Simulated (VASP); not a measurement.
# TaN (Fm-3m) in VASP: single point with r2SCAN+U

Aim: the single point of TaN with r2SCAN+U.

All numbers are computed with VASP 6.6.1; they aren't measurements. Logs are shortened: lines on timing, memory, paths and dates and some standing lists are left out, and cuts for length are marked.

**1. The cell of the first run**

The structure is cubic, space group Fm-3m (No. 225). Conventional cell: a = 4.358 Å, b = 4.358 Å, c = 4.358 Å, α = 90.00°, β = 90.00°, γ = 90.00°. Ta (site symmetry m-3m) has 6 N at 2.18 Å within 2.9 Å. Within 2.9 Å of N (site symmetry m-3m) lie 6 Ta at 2.18 Å.

**2. Single point, r2SCAN+U, collinear spin, ferromagnetic start**

File POSCAR:

```
TaN
1.0
    0.0000000000      2.1790013100      2.1790013100
    2.1790013100      0.0000000000      2.1790013100
    2.1790013100      2.1790013100      0.0000000000
Ta N
1 1
Direct
    0.5000000000      0.5000000000      0.5000000000
    0.0000000000      0.0000000000      0.0000000000
```

File INCAR.step1:

```
SYSTEM = TaN
PREC = Accurate ; ENCUT = 520
ISMEAR = 0 ; SIGMA = 0.05
LREAL = .False. ; LASPH = .True.
NELM = 150 ; ISPIN = 2
MAGMOM = 2 0 ; LMAXMIX = 4
LDAU = .True. ; LDAUTYPE = 2
LDAUL = 2 -1 ; LDAUU = 4 0
LDAUJ = 0 0 ; NBANDS = 19
GGA = PE ; ALGO = Normal
EDIFF = 1E-4 ; LWAVE = .True.
LCHARG = .False.
```

File INCAR.step2:

```
SYSTEM = TaN
PREC = Accurate ; ENCUT = 520
EDIFF = 1E-6 ; ISMEAR = 0
SIGMA = 0.05 ; LREAL = .False.
LASPH = .True. ; NELM = 150
ALGO = Normal ; ISIF = 2
LWAVE = .False. ; LCHARG = .False.
ISPIN = 2 ; MAGMOM = 2 0
LORBIT = 11 ; LMAXMIX = 4
LDAU = .True. ; LDAUTYPE = 2
LDAUL = 2 -1 ; LDAUU = 4 0
LDAUJ = 0 0 ; LDAUPRINT = 1
METAGGA = R2SCAN ; LMIXTAU = .True.
NBANDS = 19 ; ISTART = 1
```

File KPOINTS:

```
Automatic mesh
0
Gamma
  7 7 7
  0 0 0
```

Potentials or basis: VASP PAW PBE potentials, release 64 (Ta_pv, N).

Command:

```sh
cat potpaw_PBE.64/Ta_pv/POTCAR potpaw_PBE.64/N/POTCAR > POTCAR
cp INCAR.step1 INCAR
mpirun -np 1 vasp_std > vasp.out
cp INCAR.step2 INCAR
mpirun -np 1 vasp_std > vasp.out
```

OUTCAR:

```text
SYSTEM = TaN
   PREC = Accurate
   ENCUT = 520
   EDIFF = 1E-6
   ISMEAR = 0
   LREAL = .False.
   LASPH = .True.
   NELM = 150
   ISIF = 2
   ISPIN = 2
   LORBIT = 11
   METAGGA = R2SCAN
   ISTART = 1

 ion  position               nearest neighbor table
   1  0.500  0.500  0.500-   2 2.18   2 2.18   2 2.18   2 2.18   2 2.18   2 2.18
   2  0.000  0.000  0.000-   1 2.18   1 2.18   1 2.18   1 2.18   1 2.18   1 2.18

  LATTYP: Found a face centered cubic cell.
 ALAT       =     4.3580026200

  Lattice vectors:

 A1 = (   0.0000000000,   2.1790013100,   2.1790013100)
 A2 = (   2.1790013100,   0.0000000000,   2.1790013100)
 A3 = (   2.1790013100,   2.1790013100,   0.0000000000)

Analysis of symmetry for initial positions (statically):
=====================================================================
 Subroutine PRICEL returns:
 Original cell was already a primitive cell.

 Routine SETGRP: Setting up the symmetry group for a
 face centered cubic supercell.

 Subroutine GETGRP returns: Found 48 space group operations
[... 9 lines left out ...]

 Routine SETGRP: Setting up the symmetry group for a
 face centered cubic supercell.

 Subroutine GETGRP returns: Found 48 space group operations
 (whereof 48 operations were pure point group operations)
 out of a pool of 48 trial point group operations.

The dynamic configuration has the point symmetry O_h .

Analysis of structural, dynamic, and magnetic symmetry:
=====================================================================
 Subroutine PRICEL returns:
 Original cell was already a primitive cell.

 Routine SETGRP: Setting up the symmetry group for a
 face centered cubic supercell.

 Subroutine GETGRP returns: Found 48 space group operations
 (whereof 48 operations were pure point group operations)
 out of a pool of 48 trial point group operations.

The overall configuration has the point symmetry O_h .

 Subroutine INISYM returns: Found 48 space group operations
[... 5 lines left out ...]
                                     Primitive cell

  volume of cell :      20.6920

  direct lattice vectors                    reciprocal lattice vectors
     0.000000000  2.179001310  2.179001310    -0.229462918  0.229462918  0.229462918
     2.179001310  0.000000000  2.179001310     0.229462918 -0.229462918  0.229462918
     2.179001310  2.179001310  0.000000000     0.229462918  0.229462918 -0.229462918

  length of vectors
     3.081573205  3.081573205  3.081573205     0.397441433  0.397441433  0.397441433

  position of ions in fractional coordinates (direct lattice)
[... 8 lines left out ...]
----------------------------------------------------------------------------------------

 KPOINTS: Automatic mesh

Automatic generation of k-mesh.
 Grid dimensions read from file:
 generate k-points for:    7    7    7

 Generating k-lattice:

  Cartesian coordinates                     Fractional coordinates (reciprocal lattice)
    -0.032780417  0.032780417  0.032780417     0.142857143  0.000000000  0.000000000
     0.032780417 -0.032780417  0.032780417     0.000000000  0.142857143  0.000000000
     0.032780417  0.032780417 -0.032780417     0.000000000  0.000000000  0.142857143

  Length of vectors
     0.056777348  0.056777348  0.056777348

  Shift w.r.t. Gamma in fractional coordinates (k-lattice)
     0.000000000  0.000000000  0.000000000

 Subroutine IBZKPT returns following result:
 ===========================================

 Found     20 irreducible k-points:

 Following reciprocal coordinates:
            Coordinates               Weight
  0.000000  0.000000  0.000000      1.000000
  0.142857  0.000000  0.000000      8.000000
  0.285714  0.000000  0.000000      8.000000
  0.428571  0.000000  0.000000      8.000000
  0.142857  0.142857  0.000000      6.000000
  0.285714  0.142857  0.000000     24.000000
[... 12 lines left out ...]
 -0.428571  0.428571  0.142857     24.000000
 -0.285714  0.428571  0.142857     24.000000
   k-points           NKPTS =     20   k-points in BZ     NKDIM =     20   number of bands    NBANDS=     19
   number of dos      NEDOS =    301   number of ions     NIONS =      2
   total plane-waves  NPLWV =  13824
   dimension x,y,z NGX =    24 NGY =   24 NGZ =   24
   dimension x,y,z NGXF=    48 NGYF=   48 NGZF=   48
   ions per type =               1   1
   NGX,Y,Z   is equivalent  to a cutoff of  12.95, 12.95, 12.95 a.u.
   NGXF,Y,Z  is equivalent  to a cutoff of  25.90, 25.90, 25.90 a.u.
 SYSTEM =  TaN
   PREC   = accura    normal or accurate (medium, high low for compatibility)
   ISTART =      1    job   : 0-new  1-cont  2-samecut
   ICHARG =      0    charge: 1-file 2-atom 10-const
   ISPIN  =      2    spin polarized calculation?
   LNONCOLLINEAR =      F non collinear calculations
   LSORBIT =      F    spin-orbit coupling
   LASPH  =      T    aspherical Exc in radial PAW
   ENCUT  =  520.0 eV  38.22 Ry    6.18 a.u.   5.73  5.73  5.73*2*pi/ulx,y,z
   NELM   =    150;   NELMIN=  2; NELMDL=  0     # of ELM steps
   EDIFF  = 0.1E-05   stopping-criterion for ELM
   LREAL  =      F    real-space projection
   EDIFFG = 0.1E-04   stopping-criterion for IOM
   NSW    =      0    number of steps for IOM
   IBRION =     -1    ionic relax: 0-MD 1-quasi-New 2-CG
   NFREE  =      0    steps in history (QN), initial steepest desc. (CG)
   ISIF   =      2    stress and relaxation
   ISYM   =      2    0-nonsym 1-usesym 2-fastsym
   POTIM  = 0.5000    time-step for ionic-motion
   TEBEG  =    0.0;   TEEND  =   0.0 temperature during run
   PSTRESS=    0.0 pullay stress
   NELECT =      16.0000    total number of electrons
   NUPDOWN=      -1.0000    fix difference up-down
   EMIN   =  10.00;   EMAX   =-10.00  energy-range for DOS
   EFERMI =   0.00;   METHOD = LEGACY
   ISMEAR =     0;   SIGMA  =   0.05  broadening in eV -4-tet -1-fermi 0-gaus
   EFERMI_NEDOS =   21; number of points for ismear=-14 and -15
   IALGO  =     38    algorithm
   IMIX   =      4    mixing-type and parameters
     AMIX     =   0.40;   BMIX     =  1.00
     AMIX_MAG =   1.60;   BMIX_MAG =  1.00
  volume/ion in A,a.u.               =      10.35        69.82
  Fermi-wavevector in a.u.,A,eV,Ry     =   1.502614  2.839528 30.719885  2.257848
  Thomas-Fermi vector in A             =   2.613831
   LORBIT       =     11    0 simple, 1 ext, 2 COOP (PROOUT), +10 PAW based schemes
 LDA+U is selected, type is set to LDAUTYPE =  2
   angular momentum for each species LDAUL =     2   -1
   U (eV)           for each species LDAUU =   4.0  0.0
   J (eV)           for each species LDAUJ =   0.0  0.0
   METAGGA = R2SCAN    functional components
   LHFCALC =     F    Hartree Fock is set to
   AEXX    =    0.0000 exact exchange contribution
   IVDW    =     0    specifies the selected vdW correction
   LEPSILON=     F    determine dielectric tensor
   LRPA    =     F    only Hartree local field effects (RPA)
 spin polarized calculation
 Gauss-broadening in eV      SIGMA  =   0.05
  energy-cutoff  :      520.00
  volume of cell :       20.69
 maximum number of plane-waves:       567
   NGX = 11   NGY = 11   NGZ = 11

 number of electron      16.0000000 magnetization       0.0000079

atom =   1  type =  1  l = 2

 onsite density matrix

spin component  1

  0.2639  0.0000 -0.0000 -0.0000  0.0000
  0.0000  0.2639  0.0000  0.0000 -0.0000
 -0.0000  0.0000  0.2014  0.0000 -0.0000
 -0.0000  0.0000  0.0000  0.2639  0.0000
  0.0000 -0.0000 -0.0000  0.0000  0.2014

spin component  2

  0.2639  0.0000 -0.0000 -0.0000  0.0000
  0.0000  0.2639  0.0000  0.0000 -0.0000
 -0.0000  0.0000  0.2014  0.0000 -0.0000
 -0.0000  0.0000  0.0000  0.2639  0.0000
  0.0000 -0.0000 -0.0000  0.0000  0.2014

 occupancies and eigenvectors

  o =  0.2014  v =  0.0000 -0.0000  1.0000 -0.0000  0.0093  0.0000  0.0000  0.0000  0.0000  0.0000      0.0000  0.0000  0.0000  0.0000  0.0000  0.0000  0.0000  0.0000  0.0000  0.0000
  o =  0.2014  v =  0.0000 -0.0000 -0.0093 -0.0000  1.0000  0.0000  0.0000  0.0000  0.0000  0.0000      0.0000  0.0000  0.0000  0.0000  0.0000  0.0000  0.0000  0.0000  0.0000  0.0000
  o =  0.2014  v =  0.0000  0.0000  0.0000  0.0000  0.0000  0.0000  0.0000  0.9999 -0.0000  0.0137      0.0000  0.0000  0.0000  0.0000  0.0000  0.0000  0.0000  0.0000  0.0000  0.0000
  o =  0.2014  v =  0.0000  0.0000  0.0000  0.0000  0.0000  0.0000  0.0000 -0.0137  0.0000  0.9999      0.0000  0.0000  0.0000  0.0000  0.0000  0.0000  0.0000  0.0000  0.0000  0.0000
  o =  0.2639  v =  0.0000 -0.4664 -0.0000 -0.8846 -0.0000  0.0000  0.0000  0.0000  0.0000  0.0000      0.0000  0.0000  0.0000  0.0000  0.0000  0.0000  0.0000  0.0000  0.0000  0.0000
  o =  0.2639  v =  0.0000  0.8846  0.0000 -0.4664 -0.0000  0.0000  0.0000  0.0000  0.0000  0.0000      0.0000  0.0000  0.0000  0.0000  0.0000  0.0000  0.0000  0.0000  0.0000  0.0000
  o =  0.2639  v =  1.0000  0.0000  0.0000  0.0000  0.0000  0.0000  0.0000  0.0000  0.0000  0.0000      0.0000  0.0000  0.0000  0.0000  0.0000  0.0000  0.0000  0.0000  0.0000  0.0000
  o =  0.2639  v =  0.0000  0.0000  0.0000  0.0000  0.0000  0.0000 -0.4664  0.0000 -0.8846  0.0000      0.0000  0.0000  0.0000  0.0000  0.0000  0.0000  0.0000  0.0000  0.0000  0.0000
  o =  0.2639  v =  0.0000  0.0000  0.0000  0.0000  0.0000  0.0000  0.8846 -0.0000 -0.4664  0.0000      0.0000  0.0000  0.0000  0.0000  0.0000  0.0000  0.0000  0.0000  0.0000  0.0000
  o =  0.2639  v =  0.0000  0.0000  0.0000  0.0000  0.0000  1.0000  0.0000  0.0000  0.0000  0.0000      0.0000  0.0000  0.0000  0.0000  0.0000  0.0000  0.0000  0.0000  0.0000  0.0000

 number of electron      16.0000000 magnetization      -0.0000002

 Free energy of the ion-electron system (eV)
  ---------------------------------------------------
  ext. energy  EPLUGINS =         0.00000000
  ---------------------------------------------------
  free energy    TOTEN  =       -55.93026271 eV

  energy without entropy =      -55.92956899  energy(sigma->0) =      -55.92991585

 E-fermi :  10.5040     XC(G=0): -14.6737

 val. band max:       10.3150272572   @ k =  -0.2857   0.1429   0.0000
 cond. band min:      10.5449884781   @ k =   0.2857   0.0000   0.0000
 fundamental gap:      0.2299612208
 Fermi energy:        10.5039536765

 spin component 1

 k-point     1 :       0.0000    0.0000    0.0000
  band No.  band energies     occupation
      1     -27.5552      1.00000
      2     -27.5552      1.00000
      3     -27.5552      1.00000
      4     -10.1270      1.00000
      5       5.9765      1.00000
      6       5.9765      1.00000
[... 11 lines left out ...]
     18      35.6092      0.00000
     19      38.4627      0.00000
[... 397 lines left out ...]
 k-point    20 :      -0.2857    0.4286    0.1429
  band No.  band energies     occupation
      1     -28.1433      1.00000
      2     -28.1152      1.00000
      3     -27.8308      1.00000
      4      -7.9158      1.00000
      5       1.8144      1.00000
      6       2.7953      1.00000
[... 11 lines left out ...]
     18      31.0293      0.00000
     19      31.8690      0.00000
 Fermi energy:        10.5039536765

 spin component 2

 k-point     1 :       0.0000    0.0000    0.0000
  band No.  band energies     occupation
      1     -27.5552      1.00000
      2     -27.5552      1.00000
      3     -27.5552      1.00000
      4     -10.1270      1.00000
      5       5.9765      1.00000
      6       5.9765      1.00000
[... 11 lines left out ...]
     18      35.6092      0.00000
     19      38.4627      0.00000
[... 397 lines left out ...]
 k-point    20 :      -0.2857    0.4286    0.1429
  band No.  band energies     occupation
      1     -28.1433      1.00000
      2     -28.1152      1.00000
      3     -27.8308      1.00000
      4      -7.9158      1.00000
      5       1.8144      1.00000
      6       2.7953      1.00000
[... 11 lines left out ...]
     18      31.0293      0.00000
     19      31.8690      0.00000

------------------------ aborting loop because EDIFF is reached ----------------------------------------

  FORCE on cell =-STRESS in cart. coord.  units (eV):
  Direction    XX          YY          ZZ          XY          YZ          ZX
  --------------------------------------------------------------------------------------
  -------------------------------------------------------------------------------------
  Total        3.1910052      3.1910052      3.1910052      0.0000000     -0.0000000     -0.0000000
  in kB      247.0788801    247.0788801    247.0788801      0.0000000     -0.0000000     -0.0000000
  external PRESSURE =     247.0788801 kB  Pullay stress =       0.0000000 kB

 VOLUME and BASIS-vectors are now :
 -----------------------------------------------------------------------------
  energy-cutoff  :      520.00
  volume of cell :       20.69
      direct lattice vectors                 reciprocal lattice vectors
     0.000000000  2.179001310  2.179001310    -0.229462918  0.229462918  0.229462918
     2.179001310  0.000000000  2.179001310     0.229462918 -0.229462918  0.229462918
     2.179001310  2.179001310  0.000000000     0.229462918  0.229462918 -0.229462918

 POSITION                                       TOTAL-FORCE (eV/Angst)
 -----------------------------------------------------------------------------------
      2.17900      2.17900      2.17900         0.000000      0.000000      0.000000
      0.00000      0.00000      0.00000        -0.000000     -0.000000     -0.000000
 -----------------------------------------------------------------------------------
    total drift:                                0.000000     -0.000000     -0.000000

  FREE ENERGIE OF THE ION-ELECTRON SYSTEM (eV)
  ---------------------------------------------------
  free  energy   TOTEN  =       -55.9302627112 eV

  energy  without entropy=      -55.9295689919  energy(sigma->0) =      -55.92991585

 total charge

# of ion       s       p       d       tot
------------------------------------------
    1        0.300   6.249   2.339   8.889
    2        1.243   2.619   0.000   3.862
--------------------------------------------------
tot          1.543   8.868   2.339  12.751

 magnetization (x)

# of ion       s       p       d       tot
------------------------------------------
    1       -0.000  -0.000  -0.000  -0.000
    2        0.000  -0.000   0.000  -0.000
--------------------------------------------------
tot         -0.000  -0.000  -0.000  -0.000
```

Run time: 69 s. Hardware: 1 thread of Intel Xeon 8259CL, shared host; peak memory 0.17 GiB.

Results:

```yaml
Free_energy: -55.9303 eV
Pressure: 24.7 GPa
Band_gap_on_the_k_mesh: zero (filled and empty bands overlap)
Net_moment: 0.00 μB per cell
Valence_electrons_inside_the_program's_atomic_spheres: Ta 8.89; N 3.86
```

Eigenvalues of the final occupation matrices:
```
    site  spin  trace               eigenvalues
site 1 d     1   1.19  0.20 0.20 0.26 0.26 0.26
site 1 d     2   1.19  0.20 0.20 0.26 0.26 0.26
```

Caveat: the PAW data sets were made with another functional, which shifts forces and pressure a little; spin-orbit coupling is left out, which moves the levels of the heavy elements.
